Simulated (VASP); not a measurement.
# Al2O3 (R-3c) in VASP: settings compared

The runs below take Al2O3 through single point, relaxation of cell and atoms, with r2SCAN+rVV10, PBEsol.

Everything below comes from runs of VASP 6.6.1. Logs are shortened: lines on timing, memory, paths and dates and some standing lists are left out, and cuts for length are marked.

## 1. The cell of the first run

It takes space group R-3c (No. 167, trigonal). Conventional cell: a = 4.752 Å, b = 4.752 Å, c = 12.971 Å, α = 90.00°, β = 90.00°, γ = 120.00°. Within 2.5 Å of Al (site symmetry 3) lie 6 O at 1.85 to 1.97 Å. Within 2.9 Å of O (site symmetry 2) lie 4 Al at 1.85 to 1.97 Å and 12 O at 2.52 to 2.86 Å.

## 2. Single point, r2SCAN+rVV10

The input, POSCAR:

```
Al2O3
1.0
    2.3761915491      1.3718948305      4.3236184862
   -2.3761915491      1.3718948305      4.3236184862
    0.0000000000     -2.7437896611      4.3236184862
Al O
4 6
Direct
    0.1480479470      0.1480479470      0.1480479470
    0.3519520530      0.3519520530      0.3519520530
    0.6480479470      0.6480479470      0.6480479470
    0.8519520530      0.8519520530      0.8519520530
    0.9435900361      0.5564099639      0.2500000000
    0.4435900361      0.7500000000      0.0564099639
    0.5564099639      0.2500000000      0.9435900361
    0.2500000000      0.9435900361      0.5564099639
    0.7500000000      0.0564099639      0.4435900361
    0.0564099639      0.4435900361      0.7500000000
```

The input, INCAR.step1:

```
PREC = Accurate ; ENCUT = 520
ISMEAR = -1 ; SIGMA = 0.03
LREAL = False ; LASPH = True
NELM = 100 ; NBANDS = 35
GGA = PE ; ALGO = Normal
EDIFF = 1E-4 ; LWAVE = True
LCHARG = False
```

The input, INCAR.step2:

```
PREC = Accurate ; ENCUT = 520
EDIFF = 1E-6 ; ISMEAR = -1
SIGMA = 0.03 ; LREAL = False
LASPH = True ; NELM = 100
ALGO = Normal ; ISIF = 2
LWAVE = False ; LCHARG = False
METAGGA = R2SCAN ; LMIXTAU = True
LUSE_VDW = True ; IVDW_NL = 2
BPARAM = 11.95 ; CPARAM = 0.0093
NBANDS = 35 ; ISTART = 1
```

The input, KPOINTS:

```
Automatic mesh
0
Gamma
  6 6 6
```

Potentials or basis: VASP PAW PBE potentials, release 64 (Al, O).

Started as:

```
$ cat potpaw_PBE.64/Al/POTCAR potpaw_PBE.64/O/POTCAR > POTCAR
$ cp INCAR.step1 INCAR
$ mpirun -np 1 vasp_std > vasp.out
$ cp INCAR.step2 INCAR
$ mpirun -np 1 vasp_std > vasp.out
```

OUTCAR:

```text
PREC = Accurate
   ENCUT = 520
   EDIFF = 1E-6
   ISMEAR = -1
   LREAL = False
   LASPH = True
   NELM = 100
   ISIF = 2
   METAGGA = R2SCAN
   IVDW_NL = 2
   BPARAM = 11.95
   ISTART = 1

 ion  position               nearest neighbor table
   1  0.148  0.148  0.148-   6 1.85   9 1.85  10 1.85   5 1.97   7 1.97   8 1.97   2 2.64   4 2.79
                             4 2.79   4 2.79   2 3.22   2 3.22   2 3.22
   2  0.352  0.352  0.352-   9 1.85   6 1.85  10 1.85   5 1.97   8 1.97   7 1.97   1 2.64   3 2.79
                             3 2.79   3 2.79   1 3.22   1 3.22   1 3.22
   3  0.648  0.648  0.648-   8 1.85   7 1.85   5 1.85  10 1.97   9 1.97   6 1.97   4 2.64   2 2.79
                             2 2.79   2 2.79   4 3.22   4 3.22   4 3.22
   4  0.852  0.852  0.852-   7 1.85   8 1.85   5 1.85  10 1.97   6 1.97   9 1.97   3 2.64   1 2.79
                             1 2.79   1 2.79   3 3.22   3 3.22   3 3.22
   5  0.944  0.556  0.250-   3 1.85   4 1.85   1 1.97   2 1.97
   6  0.444  0.750  0.056-   1 1.85   2 1.85   4 1.97   3 1.97
   7  0.556  0.250  0.944-   4 1.85   3 1.85   1 1.97   2 1.97
   8  0.250  0.944  0.556-   3 1.85   4 1.85   2 1.97   1 1.97
   9  0.750  0.056  0.444-   2 1.85   1 1.85   3 1.97   4 1.97
  10  0.056  0.444  0.750-   1 1.85   2 1.85   3 1.97   4 1.97

  LATTYP: Found a trigonal (rhomboedric) cell.
 ALAT       =     5.1207478475
 COS(alpha) =     0.5693483581

  Lattice vectors:

 A1 = (   2.3761915491,   1.3718948305,   4.3236184862)
 A2 = (  -2.3761915491,   1.3718948305,   4.3236184862)
 A3 = (   0.0000000000,  -2.7437896611,   4.3236184862)

Analysis of symmetry for initial positions (statically):
=====================================================================
 Subroutine PRICEL returns:
 Original cell was already a primitive cell.

 Routine SETGRP: Setting up the symmetry group for a
 trigonal (rhombohedral) supercell.

 Subroutine GETGRP returns: Found 12 space group operations
 (whereof  6 operations were pure point group operations)
 out of a pool of 12 trial point group operations.

The static configuration has the point symmetry S_6 .
 The point group associated with its full space group is D_3d.

Analysis of symmetry for dynamics (positions and initial velocities):
=====================================================================
 Subroutine PRICEL returns:
 Original cell was already a primitive cell.

 Routine SETGRP: Setting up the symmetry group for a
 trigonal (rhombohedral) supercell.

 Subroutine GETGRP returns: Found 12 space group operations
 (whereof  6 operations were pure point group operations)
 out of a pool of 12 trial point group operations.

The dynamic configuration has the point symmetry S_6 .
 The point group associated with its full space group is D_3d.

 Subroutine INISYM returns: Found 12 space group operations
 (whereof  6 operations are pure point group operations),
 and found     1 'primitive' translations

----------------------------------------------------------------------------------------

                                     Primitive cell

  volume of cell :      84.5670

  direct lattice vectors                    reciprocal lattice vectors
     2.376191549  1.371894831  4.323618486     0.210420747  0.121486475  0.077095917
    -2.376191549  1.371894831  4.323618486    -0.210420747  0.121486475  0.077095917
     0.000000000 -2.743789661  4.323618486     0.000000000 -0.242972949  0.077095917

  length of vectors
     5.120747848  5.120747848  5.120747848     0.254911033  0.254911033  0.254911033

  position of ions in fractional coordinates (direct lattice)
     0.148047947  0.148047947  0.148047947
     0.351952053  0.351952053  0.351952053
     0.648047947  0.648047947  0.648047947
     0.851952053  0.851952053  0.851952053
     0.943590036  0.556409964  0.250000000
     0.443590036  0.750000000  0.056409964
     0.556409964  0.250000000  0.943590036
     0.250000000  0.943590036  0.556409964
     0.750000000  0.056409964  0.443590036
     0.056409964  0.443590036  0.750000000

  ion indices of the primitive-cell ions
   primitive index   ion index
                 1           1
                 2           2
                 3           3
                 4           4
                 5           5
                 6           6
                 7           7
                 8           8
                 9           9
                10          10

----------------------------------------------------------------------------------------

 KPOINTS: Automatic mesh

Automatic generation of k-mesh.
 Grid dimensions read from file:
 generate k-points for:    6    6    6

 Generating k-lattice:

  Cartesian coordinates                     Fractional coordinates (reciprocal lattice)
     0.035070124  0.020247746  0.012849320     0.166666667  0.000000000  0.000000000
    -0.035070124  0.020247746  0.012849320     0.000000000  0.166666667  0.000000000
     0.000000000 -0.040495492  0.012849320     0.000000000  0.000000000  0.166666667

  Length of vectors
     0.042485172  0.042485172  0.042485172

  Shift w.r.t. Gamma in fractional coordinates (k-lattice)
     0.000000000  0.000000000  0.000000000

 Subroutine IBZKPT returns following result:
 ===========================================

 Found     32 irreducible k-points:

 Following reciprocal coordinates:
            Coordinates               Weight
  0.000000  0.000000  0.000000      1.000000
  0.166667 -0.000000  0.000000      6.000000
  0.333333 -0.000000 -0.000000      6.000000
  0.500000 -0.000000 -0.000000      3.000000
  0.166667  0.166667  0.000000      6.000000
  0.333333  0.166667  0.000000     12.000000
[... 16 lines left out ...]
  0.500000  0.500000  0.166667      6.000000
 -0.333333  0.500000  0.166667     12.000000
 [... further k-points ...]
   k-points           NKPTS =     32   k-points in BZ     NKDIM =     32   number of bands    NBANDS=     35
   number of dos      NEDOS =    301   number of ions     NIONS =     10
   total plane-waves  NPLWV =  64000
   dimension x,y,z NGX =    40 NGY =   40 NGZ =   40
   dimension x,y,z NGXF=    80 NGYF=   80 NGZF=   80
   ions per type =               4   6
   NGX,Y,Z   is equivalent  to a cutoff of  12.99, 12.99, 12.99 a.u.
   NGXF,Y,Z  is equivalent  to a cutoff of  25.97, 25.97, 25.97 a.u.
 SYSTEM =  unknown system
   PREC   = accura    normal or accurate (medium, high low for compatibility)
   ISTART =      1    job   : 0-new  1-cont  2-samecut
   ICHARG =      0    charge: 1-file 2-atom 10-const
   ISPIN  =      1    spin polarized calculation?
   LNONCOLLINEAR =      F non collinear calculations
   LSORBIT =      F    spin-orbit coupling
   LASPH  =      T    aspherical Exc in radial PAW
   ENCUT  =  520.0 eV  38.22 Ry    6.18 a.u.   9.52  9.52  9.52*2*pi/ulx,y,z
   NELM   =    100;   NELMIN=  2; NELMDL=  0     # of ELM steps
   EDIFF  = 0.1E-05   stopping-criterion for ELM
   LREAL  =      F    real-space projection
   EDIFFG = 0.1E-04   stopping-criterion for IOM
   NSW    =      0    number of steps for IOM
   IBRION =     -1    ionic relax: 0-MD 1-quasi-New 2-CG
   NFREE  =      0    steps in history (QN), initial steepest desc. (CG)
   ISIF   =      2    stress and relaxation
   ISYM   =      2    0-nonsym 1-usesym 2-fastsym
   POTIM  = 0.5000    time-step for ionic-motion
   TEBEG  =    0.0;   TEEND  =   0.0 temperature during run
   PSTRESS=    0.0 pullay stress
   NELECT =      48.0000    total number of electrons
   NUPDOWN=      -1.0000    fix difference up-down
   EMIN   =  10.00;   EMAX   =-10.00  energy-range for DOS
   EFERMI =   0.00;   METHOD = LEGACY
   ISMEAR =    -1;   SIGMA  =   0.03  broadening in eV -4-tet -1-fermi 0-gaus
   EFERMI_NEDOS =   21; number of points for ismear=-14 and -15
   IALGO  =     38    algorithm
   IMIX   =      4    mixing-type and parameters
     AMIX     =   0.40;   BMIX     =  1.00
     AMIX_MAG =   1.60;   BMIX_MAG =  1.00
  volume/ion in A,a.u.               =       8.46        57.07
  Fermi-wavevector in a.u.,A,eV,Ry     =   1.355465  2.561457 24.997782  1.837285
  Thomas-Fermi vector in A             =   2.482550
   LORBIT       =      0    0 simple, 1 ext, 2 COOP (PROOUT), +10 PAW based schemes
   METAGGA = R2SCAN    functional components
   LHFCALC =     F    Hartree Fock is set to
   AEXX    =    0.0000 exact exchange contribution
   IVDW_NL    =     2    kernel type
   BPARAM     =11.9500
   IVDW    =     0    specifies the selected vdW correction
   LEPSILON=     F    determine dielectric tensor
   LRPA    =     F    only Hartree local field effects (RPA)
 non-spin polarized calculation
  energy-cutoff  :      520.00
  volume of cell :       84.57
 maximum number of plane-waves:      2296
 NGX is ok and might be reduce to    40
   NGX = 19   NGY = 19   NGZ = 19

 number of electron      48.0000013 magnetization

 Free energy of the ion-electron system (eV)
  ---------------------------------------------------
  ext. energy  EPLUGINS =         0.00000000
  ---------------------------------------------------
  free energy    TOTEN  =       -95.06587584 eV

  energy without entropy =      -95.06587584  energy(sigma->0) =      -95.06587584

 E-fermi :   6.4996     XC(G=0): -12.3014

 val. band max:        5.7888870717   @ k =   0.0000   0.0000   0.0000
 cond. band min:      12.9501540056   @ k =   0.0000   0.0000   0.0000
 fundamental gap:      7.1612669340
 Fermi energy:         6.4996055918

 k-point     1 :       0.0000    0.0000    0.0000
  band No.  band energies     occupation
      1     -14.4623      2.00000
      2     -12.1444      2.00000
      3     -11.8680      2.00000
      4     -11.8680      2.00000
      5     -11.5573      2.00000
      6     -11.5573      2.00000
[... 27 lines left out ...]
     34      20.7397      0.00000
     35      21.6356      0.00000

 k-point     2 :       0.1667   -0.0000    0.0000
  band No.  band energies     occupation
      1     -14.3180      2.00000
      2     -12.2177      2.00000
      3     -11.9460      2.00000
      4     -11.8954      2.00000
      5     -11.6232      2.00000
      6     -11.5666      2.00000
[... 27 lines left out ...]
     34      19.9531      0.00000
     35      21.2749      0.00000

 k-point     3 :       0.3333   -0.0000   -0.0000
  band No.  band energies     occupation
      1     -13.9090      2.00000
      2     -12.6694      2.00000
      3     -11.9226      2.00000
      4     -11.8927      2.00000
      5     -11.7638      2.00000
      6     -11.6286      2.00000
[... 27 lines left out ...]
     34      20.3720      0.00000
     35      20.4461      0.00000
[... 723 lines left out ...]
 k-point    23 :       0.5000    0.5000    0.1667
  band No.  band energies     occupation
      1     -13.4353      2.00000
      2     -12.7381      2.00000
      3     -12.3858      2.00000
      4     -12.1592      2.00000
      5     -11.7845      2.00000
      6     -11.5080      2.00000
[... 27 lines left out ...]
     34      20.2617      0.00000
     35      20.7287      0.00000

 k-point    24 :      -0.3333    0.5000    0.1667
  band No.  band energies     occupation
      1     -13.1576      2.00000
      2     -12.7860      2.00000
      3     -12.5330      2.00000
      4     -12.3167      2.00000
      5     -11.7361      2.00000
      6     -11.5327      2.00000
[... 27 lines left out ...]
     34      20.2942      0.00000
     35      20.5052      0.00000

 [... further k-points ...]

------------------------ aborting loop because EDIFF is reached ----------------------------------------

  FORCE on cell =-STRESS in cart. coord.  units (eV):
  Direction    XX          YY          ZZ          XY          YZ          ZX
  --------------------------------------------------------------------------------------
  -------------------------------------------------------------------------------------
  Total       -0.2155763     -0.2155763     -0.2501543     -0.0000000      0.0000000      0.0000000
  in kB       -4.0842348     -4.0842348     -4.7393378     -0.0000000      0.0000000      0.0000000
  external PRESSURE =      -4.3026025 kB  Pullay stress =       0.0000000 kB

 VOLUME and BASIS-vectors are now :
 -----------------------------------------------------------------------------
  energy-cutoff  :      520.00
  volume of cell :       84.57
      direct lattice vectors                 reciprocal lattice vectors
     2.376191549  1.371894831  4.323618486     0.210420747  0.121486475  0.077095917
    -2.376191549  1.371894831  4.323618486    -0.210420747  0.121486475  0.077095917
     0.000000000 -2.743789661  4.323618486     0.000000000 -0.242972949  0.077095917

 POSITION                                       TOTAL-FORCE (eV/Angst)
 -----------------------------------------------------------------------------------
      0.00000     -0.00000      1.92031        -0.000000     -0.000000      0.017043
      0.00000     -0.00000      4.56512        -0.000000      0.000000     -0.017043
      0.00000     -0.00000      8.40574        -0.000000     -0.000000      0.017043
      0.00000     -0.00000     11.05055        -0.000000      0.000000     -0.017043
      0.92001      1.37189      7.56633         0.012548     -0.000000     -0.000000
     -0.72809      1.48270      5.40452         0.006274      0.010867     -0.000000
      0.72809     -1.48270      7.56633        -0.006274     -0.010867     -0.000000
     -1.64810      0.11081      7.56633        -0.006274      0.010867     -0.000000
      1.64810     -0.11081      5.40452         0.006274     -0.010867     -0.000000
     -0.92001     -1.37189      5.40452        -0.012548     -0.000000     -0.000000
 -----------------------------------------------------------------------------------
    total drift:                               -0.000000      0.000000     -0.000000

  FREE ENERGIE OF THE ION-ELECTRON SYSTEM (eV)
  ---------------------------------------------------
  free  energy   TOTEN  =       -95.0658758380 eV

  energy  without entropy=      -95.0658758380  energy(sigma->0) =      -95.06587584
```

Wall time 7.2 min (1 thread of Intel Xeon Platinum 8488C (Sapphire Rapids), shared host); peak memory 0.52 GiB.

Results:

```yaml
Free_energy: -95.0659 eV
Pressure: -0.4 GPa
Largest_force: 0.017 eV/Å
Band_gap_on_the_k_mesh: 7.16 eV
```

Forces on the atoms (eV/Å):
```
Al   0.000  0.000  0.017
Al   0.000  0.000 -0.017
Al   0.000  0.000  0.017
Al   0.000  0.000 -0.017
O    0.013  0.000  0.000
O    0.006  0.011  0.000
O   -0.006 -0.011  0.000
O   -0.006  0.011  0.000
O    0.006 -0.011  0.000
O   -0.013  0.000  0.000
```

Caveat: the PAW data sets were made with another functional, which shifts forces and pressure a little.

## 3. Relaxation of cell and atoms, PBEsol

This run uses another cell than the first one, of 8.74 Å³/atom.

The input, INCAR:

```
SYSTEM = Al2O3
PREC     = Accurate       ! precision mode
ENCUT    = 600            ! plane-wave cutoff, eV
EDIFF    = 1E-6           ! SCF threshold, eV
ISMEAR   = -1             ! smearing method
SIGMA    = 0.03           ! smearing width, eV
LREAL    = .False.        ! projectors in reciprocal space
LASPH    = .True.         ! aspherical terms in the spheres
NELM     = 80             ! most SCF steps
ALGO     = Normal         ! electronic algorithm
ISIF     = 3              ! what is computed and relaxed
LWAVE    = .False.        ! write WAVECAR
LCHARG   = .False.        ! write CHGCAR
GGA      = PS             ! functional
IBRION   = 2              ! ionic algorithm
NSW      = 100            ! ionic steps
EDIFFG   = -0.01          ! ionic threshold
```

The input, KPOINTS:

```
regular mesh
0
Gamma
  6 6 6
  0 0 0
```

The input, POSCAR:

```
Al2O3
1.0
    2.4025136104      1.3870918797      4.3720844159
   -2.4025136104      1.3870918797      4.3720844159
    0.0000000000     -2.7741837594      4.3720844159
Al O
4 6
Direct
    0.1479040000      0.1479040000      0.1479040000
    0.3520960000      0.3520960000      0.3520960000
    0.6479040000      0.6479040000      0.6479040000
    0.8520960000      0.8520960000      0.8520960000
    0.9438545000      0.5561455000      0.2500000000
    0.4438545000      0.7500000000      0.0561455000
    0.5561455000      0.2500000000      0.9438545000
    0.2500000000      0.9438545000      0.5561455000
    0.7500000000      0.0561455000      0.4438545000
    0.0561455000      0.4438545000      0.7500000000
```

Potentials or basis: VASP PAW PBE potentials, release 64 (Al, O).

Started as:

```
$ cat potpaw_PBE.64/Al/POTCAR potpaw_PBE.64/O/POTCAR > POTCAR
$ mpirun -np 1 vasp_std > vasp.out
```

Run time: 5.3 min. Hardware: 1 thread of Intel Xeon Platinum 8488C (Sapphire Rapids), shared host; peak memory 0.29 GiB.

Results (log left out):

* Free energy: -78.6885 eV
* Relaxed volume: 8.55 Å³/atom
* Relaxed cell: a = 5.137 Å, b = 5.137 Å, c = 5.137 Å, α = 55.35°, β = 55.35°, γ = 55.35°
* Space group after relaxing (to 0.1 Å): R-3c (No. 167)
* Energy gained by relaxing: 3.1 meV/atom
* Ionic steps: 5
* Pressure after relaxing: 0.1 GPa
* Largest force after relaxing: 0.007 eV/Å
* Band gap on the k mesh: 6.06 eV

Forces in eV/Å, atoms in the order of the input:
```
Al   0.000  0.000 -0.007
Al   0.000  0.000  0.007
Al   0.000  0.000 -0.007
Al   0.000  0.000  0.007
O    0.000  0.000  0.000
O    0.000  0.000  0.000
O    0.000  0.000  0.000
O    0.000  0.000  0.000
O    0.000  0.000  0.000
O    0.000  0.000  0.000
```

Step by step:
```
step  energy change (eV)  largest force (eV/Å)  pressure (GPa)  volume (Å³)
   1              0.0000                0.0559           -5.11        87.42
   2             -0.0075                0.0499            4.78        83.94
   3             -0.0309                0.0095            0.00        85.54
   4             -0.0309                0.0095            0.10        85.50
   5             -0.0310                0.0069            0.10        85.49
```

Final structure:
```xyz
10
Lattice="2.3859 1.3775 4.3354 -2.3859 1.3775 4.3354 0.0000 -2.7550 4.3354" Properties=species:S:1:pos:R:3 pbc="T T T"
Al    0.0000    0.0000    1.9244
Al    0.0000    0.0000    4.5788
Al    0.0000    0.0000    8.4275
Al    0.0000    0.0000   11.0819
O     0.9266    1.3775    7.5870
O    -0.7297    1.4912    5.4193
O     0.7297   -1.4912    7.5870
O    -1.6562    0.1137    7.5870
O     1.6562   -0.1137    5.4193
O    -0.9266   -1.3775    5.4193
```

Levels at points of the mesh, in eV from the valence-band top:
```tsv
k point	band 22	band 23	band 24	band 25	band 26	band 27
(0.00, 0.00, 0.00)	-0.04	-0.04	0.00	6.06	8.92	10.61
(0.50, 0.00, 0.00)	-0.91	-0.27	-0.27	9.27	9.27	9.50
(0.50, 0.50, 0.00)	-0.91	-0.74	-0.25	9.42	9.57	9.75
(0.50, 0.50, 0.50)	-0.38	-0.38	-0.38	8.49	8.49	10.92
```

Caveat: the PAW data sets were made with another functional, which shifts forces and pressure a little. A k mesh can miss the band edges.

[end of part 1 of 2]
